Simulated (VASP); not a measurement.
Input of a VASP 6.6.1 run:

INCAR

```
SYSTEM = Pd
PREC = Accurate ; ENCUT = 520
EDIFF = 1E-6 ; ISMEAR = 0
SIGMA = 0.1 ; LREAL = .False.
LASPH = .True. ; NELM = 80
ALGO = Normal ; ISIF = 2
LWAVE = .False. ; LCHARG = .False.
GGA = PE ; NBANDS = 11
```

Contents of KPOINTS:

```
Automatic mesh
0
Gamma
  18 18 18
  0 0 0
```

The input POSCAR:

```
Pd
1.0
    0.0000000000      1.9309482567      1.9309482567
    1.9309482567      0.0000000000      1.9309482567
    1.9309482567      1.9309482567      0.0000000000
Pd
1
Direct
    0.0000000000      0.0000000000      0.0000000000
```

Potentials or basis: VASP PAW PBE potentials, release 64 (Pd).

Launch:

```bash
$ cat potpaw_PBE.64/Pd/POTCAR > POTCAR
$ mpirun -np 1 vasp_std > vasp.out
```

(1) Estimate the pressure.

(2) Predict the band gap on the k mesh.

## Answers

(1) 11.9 GPa.

(2) zero (band 5 reaches 10.50 eV, above the bottom of band 6 at 8.85 eV).
